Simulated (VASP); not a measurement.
# BN (R3m) in VASP: notebook

The runs below take BN through single point, with PBE0.

Program: VASP 6.6.1. These are calculated values, not measurements. Logs are shortened: lines on timing, memory, paths and dates and some standing lists are left out, and cuts for length are marked.

**1. The cell of the first run**

Symmetry: R3m, No. 160, trigonal system. Conventional cell: a = 2.451 Å, b = 2.451 Å, c = 9.912 Å, α = 90.00°, β = 90.00°, γ = 120.00°. N (site symmetry 3m) has 3 B at 1.42 Å within 1.9 Å. Within 1.9 Å of B (site symmetry 3m) lie 3 N at 1.42 Å.

**2. Single point, PBE0**

POSCAR reads:

```
BN
1.0
    1.2255815191      0.7075898200      3.3040796871
   -1.2255815191      0.7075898200      3.3040796871
    0.0000000000     -1.4151796399      3.3040796871
N B
1 1
Direct
    0.6672382000      0.6672382000      0.6672382000
    0.0003288000      0.0003288000      0.0003288000
```

INCAR.step1 reads:

```
PREC = Accurate
ENCUT = 520
EDIFF = 1E-5
ISMEAR = -1
SIGMA = 0.05
LREAL = F
LASPH = T
NELM = 80
ALGO = Normal
ISIF = 2
LWAVE = T
LCHARG = F
GGA = PE
NBANDS = 11
```

INCAR.step2 reads:

```
PREC = Accurate
ENCUT = 520
EDIFF = 1E-7
ISMEAR = -1
SIGMA = 0.05
LREAL = F
LASPH = T
NELM = 80
ALGO = Normal
ISIF = 2
LWAVE = F
LCHARG = F
GGA = PE
LHFCALC = T
AEXX = 0.25
PRECFOCK = Normal
ISTART = 1
NBANDS = 11
```

KPOINTS reads:

```
Automatic mesh
0
Gamma
  6 6 6
```

Potentials or basis: VASP PAW PBE potentials, release 64 (N, B).

Started as:

```
$ cat potpaw_PBE.64/N/POTCAR potpaw_PBE.64/B/POTCAR > POTCAR
$ cp INCAR.step1 INCAR
$ mpirun -np 1 vasp_std > vasp.out
$ cp INCAR.step2 INCAR
$ mpirun -np 1 vasp_std > vasp.out
```

OUTCAR:

```text
PREC = Accurate
   ENCUT = 520
   EDIFF = 1E-7
   ISMEAR = -1
   LREAL = F
   LASPH = T
   NELM = 80
   ISIF = 2
   GGA = PE
   LHFCALC = T
   AEXX = 0.25
   PRECFOCK = Normal
   ISTART = 1

 ion  position               nearest neighbor table
   1  0.667  0.667  0.667-   2 1.42   2 1.42   2 1.42
   2  0.000  0.000  0.000-   1 1.42   1 1.42   1 1.42

  LATTYP: Found a trigonal (rhomboedric) cell.
 ALAT       =     3.5943950801
 COS(alpha) =     0.7674786797

  Lattice vectors:

 A1 = (   1.2255815191,   0.7075898200,   3.3040796871)
 A2 = (  -1.2255815191,   0.7075898200,   3.3040796871)
 A3 = (   0.0000000000,  -1.4151796399,   3.3040796871)

Analysis of symmetry for initial positions (statically):
=====================================================================
 Subroutine PRICEL returns:
 Original cell was already a primitive cell.

 Routine SETGRP: Setting up the symmetry group for a
 trigonal (rhombohedral) supercell.

 Subroutine GETGRP returns: Found  6 space group operations
 (whereof  6 operations were pure point group operations)
 out of a pool of 12 trial point group operations.

The static configuration has the point symmetry C_3v.

Analysis of symmetry for dynamics (positions and initial velocities):
=====================================================================
 Subroutine PRICEL returns:
 Original cell was already a primitive cell.

 Routine SETGRP: Setting up the symmetry group for a
 trigonal (rhombohedral) supercell.

 Subroutine GETGRP returns: Found  6 space group operations
 (whereof  6 operations were pure point group operations)
 out of a pool of 12 trial point group operations.

The dynamic configuration has the point symmetry C_3v.

 Subroutine INISYM returns: Found  6 space group operations
 (whereof  6 operations are pure point group operations),
 and found     1 'primitive' translations

----------------------------------------------------------------------------------------

                                     Primitive cell

  volume of cell :      17.1920

  direct lattice vectors                    reciprocal lattice vectors
     1.225581519  0.707589820  3.304079687     0.407969598  0.235541357  0.100885380
    -1.225581519  0.707589820  3.304079687    -0.407969598  0.235541357  0.100885380
     0.000000000 -1.415179640  3.304079687     0.000000000 -0.471082715  0.100885380

  length of vectors
     3.594395080  3.594395080  3.594395080     0.481764241  0.481764241  0.481764241

  position of ions in fractional coordinates (direct lattice)
     0.667238200  0.667238200  0.667238200
     0.000328800  0.000328800  0.000328800

  ion indices of the primitive-cell ions
   primitive index   ion index
                 1           1
                 2           2

----------------------------------------------------------------------------------------

 KPOINTS: Automatic mesh

Automatic generation of k-mesh.
 Grid dimensions read from file:
 generate k-points for:    6    6    6

 Generating k-lattice:

  Cartesian coordinates                     Fractional coordinates (reciprocal lattice)
     0.067994933  0.039256893  0.016814230     0.166666667  0.000000000  0.000000000
    -0.067994933  0.039256893  0.016814230     0.000000000  0.166666667  0.000000000
     0.000000000 -0.078513786  0.016814230     0.000000000  0.000000000  0.166666667

  Length of vectors
     0.080294040  0.080294040  0.080294040

  Shift w.r.t. Gamma in fractional coordinates (k-lattice)
     0.000000000  0.000000000  0.000000000

 Subroutine IBZKPT returns following result:
 ===========================================

 Found     32 irreducible k-points:

 Following reciprocal coordinates:
            Coordinates               Weight
  0.000000  0.000000  0.000000      1.000000
  0.166667  0.000000  0.000000      6.000000
  0.333333 -0.000000 -0.000000      6.000000
  0.500000  0.000000  0.000000      3.000000
  0.166667  0.166667  0.000000      6.000000
  0.333333  0.166667 -0.000000     12.000000
[... 16 lines left out ...]
  0.500000  0.500000  0.166667      6.000000
 -0.333333  0.500000  0.166667     12.000000
 [... further k-points ...]
   k-points           NKPTS =     32   k-points in BZ     NKDIM =    216   number of bands    NBANDS=     11
   number of dos      NEDOS =    301   number of ions     NIONS =      2
   total plane-waves  NPLWV =  21952
   dimension x,y,z NGX =    28 NGY =   28 NGZ =   28
   dimension x,y,z NGXF=    56 NGYF=   56 NGZF=   56
   ions per type =               1   1
   NGX,Y,Z   is equivalent  to a cutoff of  12.95, 12.95, 12.95 a.u.
   NGXF,Y,Z  is equivalent  to a cutoff of  25.90, 25.90, 25.90 a.u.
 SYSTEM =  unknown system
   PREC   = accura    normal or accurate (medium, high low for compatibility)
   ISTART =      1    job   : 0-new  1-cont  2-samecut
   ICHARG =      0    charge: 1-file 2-atom 10-const
   ISPIN  =      1    spin polarized calculation?
   LNONCOLLINEAR =      F non collinear calculations
   LSORBIT =      F    spin-orbit coupling
   LASPH  =      T    aspherical Exc in radial PAW
   ENCUT  =  520.0 eV  38.22 Ry    6.18 a.u.   6.68  6.68  6.68*2*pi/ulx,y,z
   NELM   =     80;   NELMIN=  2; NELMDL=  0     # of ELM steps
   EDIFF  = 0.1E-06   stopping-criterion for ELM
   LREAL  =      F    real-space projection
   EDIFFG = 0.1E-05   stopping-criterion for IOM
   NSW    =      0    number of steps for IOM
   IBRION =     -1    ionic relax: 0-MD 1-quasi-New 2-CG
   NFREE  =      0    steps in history (QN), initial steepest desc. (CG)
   ISIF   =      2    stress and relaxation
   ISYM   =      3    0-nonsym 1-usesym 2-fastsym
   POTIM  = 0.5000    time-step for ionic-motion
   TEBEG  =    0.0;   TEEND  =   0.0 temperature during run
   PSTRESS=    0.0 pullay stress
   NELECT =       8.0000    total number of electrons
   NUPDOWN=      -1.0000    fix difference up-down
   EMIN   =  10.00;   EMAX   =-10.00  energy-range for DOS
   EFERMI =   0.00;   METHOD = LEGACY
   ISMEAR =    -1;   SIGMA  =   0.05  broadening in eV -4-tet -1-fermi 0-gaus
   EFERMI_NEDOS =   21; number of points for ismear=-14 and -15
   IALGO  =     38    algorithm
   IMIX   =      1    mixing-type and parameters
     AMIX     =   0.40;   BMIX     =  1.00
     AMIX_MAG =   1.60;   BMIX_MAG =  1.00
  volume/ion in A,a.u.               =       8.60        58.01
  Fermi-wavevector in a.u.,A,eV,Ry     =   1.268614  2.397334 21.896979  1.609383
  Thomas-Fermi vector in A             =   2.401700
   LORBIT       =      0    0 simple, 1 ext, 2 COOP (PROOUT), +10 PAW based schemes
   GGA     = PE    functional components
   LHFCALC =     T    Hartree Fock is set to
   PRECFOCK=normal    Normal, Fast or Accurate (Low or Medium for compatibility)
   ENCUT4O =  -1.0   cutoff for four orbital integrals eV
   NKREDX  =     1    reduce k-point grid by
   NKREDY  =     1    reduce k-point grid by
   NKREDZ  =     1    reduce k-point grid by
   AEXX    =    0.2500 exact exchange contribution
   HFSCREEN=    0.0000 screening length (either q_TF or 0.3 A-1)
   HFSCREENC=   0.0000 screening length for correlation (either q_TF or 0.3 A-1)
   ENCUTFOCK=  -1.0 apply spherical cutoff to Coloumb kernel
   IVDW    =     0    specifies the selected vdW correction
   LEPSILON=     F    determine dielectric tensor
   LRPA    =     F    only Hartree local field effects (RPA)
 non-spin polarized calculation
  energy-cutoff  :      520.00
  volume of cell :       17.19
 maximum number of plane-waves:       474
  NGX = 24; NGY = 24; NGZ = 24

 number of electron       8.0000000 magnetization

 Free energy of the ion-electron system (eV)
  ---------------------------------------------------
  ext. energy  EPLUGINS =         0.00000000
  ---------------------------------------------------
  free energy    TOTEN  =       -21.30391730 eV

  energy without entropy =      -21.30391730  energy(sigma->0) =      -21.30391730

 E-fermi :   2.4602     XC(G=0):  -8.0683

 val. band max:        1.3525404881   @ k =  -0.3333   0.3333   0.0000
 cond. band min:       7.7490513469   @ k =   0.5000   0.5000   0.0000
 fundamental gap:      6.3965108588
 Fermi energy:         2.4601712674

 k-point     1 :       0.0000    0.0000    0.0000
  band No.  band energies     occupation
      1     -18.6773      2.00000
      2      -3.5040      2.00000
      3      -0.1227      2.00000
      4      -0.1227      2.00000
      5       8.5384      0.00000
      6      16.1323      0.00000
      7      16.1323      0.00000
      8      18.3739      0.00000
      9      19.9936      0.00000
     10      31.0284      0.00000
     11      33.0843      0.00000

 k-point     2 :       0.1667    0.0000    0.0000
  band No.  band energies     occupation
      1     -18.0590      2.00000
      2      -2.8231      2.00000
      3      -2.3421      2.00000
      4      -1.1355      2.00000
      5       9.6287      0.00000
      6      15.8539      0.00000
      7      16.2781      0.00000
      8      18.6343      0.00000
      9      21.6110      0.00000
     10      27.8169      0.00000
     11      30.1018      0.00000

 k-point     3 :       0.3333   -0.0000   -0.0000
  band No.  band energies     occupation
      1     -16.3870      2.00000
      2      -6.4476      2.00000
      3      -2.6893      2.00000
      4      -0.9125      2.00000
      5      11.2514      0.00000
      6      12.9557      0.00000
      7      15.8095      0.00000
      8      21.9913      0.00000
      9      24.1697      0.00000
     10      25.1853      0.00000
     11      27.1350      0.00000
[... 267 lines left out ...]
 k-point    23 :       0.5000    0.5000    0.1667
  band No.  band energies     occupation
      1     -16.2108      2.00000
      2      -6.3754      2.00000
      3      -2.7485      2.00000
      4      -2.3279      2.00000
      5      10.8141      0.00000
      6      14.6647      0.00000
      7      18.0799      0.00000
      8      22.5961      0.00000
      9      24.0152      0.00000
     10      25.0126      0.00000
     11      30.5804      0.00000

 k-point    24 :      -0.3333    0.5000    0.1667
  band No.  band energies     occupation
      1     -15.0112      2.00000
      2      -7.7630      2.00000
      3      -4.6992      2.00000
      4      -0.4428      2.00000
      5       9.1021      0.00000
      6      16.5779      0.00000
      7      18.0143      0.00000
      8      20.9380      0.00000
      9      24.3643      0.00000
     10      26.1021      0.00000
     11      27.5861      0.00000

 [... further k-points ...]
[... 5 lines left out ...]
  --------------------------------------------------------------------------------------
  -------------------------------------------------------------------------------------
  Total        2.3978395      2.3978395      0.2363346      0.0000000      0.0000000      0.0000000
  in kB      223.4627539    223.4627539     22.0248204      0.0000000      0.0000000      0.0000000
  external PRESSURE =     156.3167761 kB  Pullay stress =       0.0000000 kB

 VOLUME and BASIS-vectors are now :
 -----------------------------------------------------------------------------
  energy-cutoff  :      520.00
  volume of cell :       17.19
      direct lattice vectors                 reciprocal lattice vectors
     1.225581519  0.707589820  3.304079687     0.407969598  0.235541357  0.100885380
    -1.225581519  0.707589820  3.304079687    -0.407969598  0.235541357  0.100885380
     0.000000000 -1.415179640  3.304079687     0.000000000 -0.471082715  0.100885380

 POSITION                                       TOTAL-FORCE (eV/Angst)
 -----------------------------------------------------------------------------------
      0.00000      0.00000      6.61382         0.000000     -0.000000     -0.002133
      0.00000      0.00000      0.00326         0.000000      0.000000      0.002133
 -----------------------------------------------------------------------------------
    total drift:                               -0.000000     -0.000000      0.000032

  FREE ENERGIE OF THE ION-ELECTRON SYSTEM (eV)
  ---------------------------------------------------
  free  energy   TOTEN  =       -21.3039172989 eV

  energy  without entropy=      -21.3039172989  energy(sigma->0) =      -21.30391730
```

Run time: 16 min. Hardware: 1 thread of AMD EPYC 9R14 (Zen 4), shared host; peak memory 0.13 GiB.

Results:

| Item | Value |
| --- | --- |
| Free energy | -21.3039 eV |
| Pressure | 15.6 GPa |
| Band gap on the k mesh | 6.40 eV, indirect (least direct gap 7.04 eV) |

Forces on the atoms (eV/Å):
```
N    0.000  0.000 -0.002
B    0.000  0.000  0.002
```

Stress tensor (GPa, compression positive):
```
22.35  0.00  0.00
 0.00 22.35  0.00
 0.00  0.00  2.20
```

Caveat: the k points lie up to 0.50 Å⁻¹ apart; the PAW data sets were made with another functional, which shifts forces and pressure a little. A k mesh can miss the band edges.

[end of part 1 of 2]
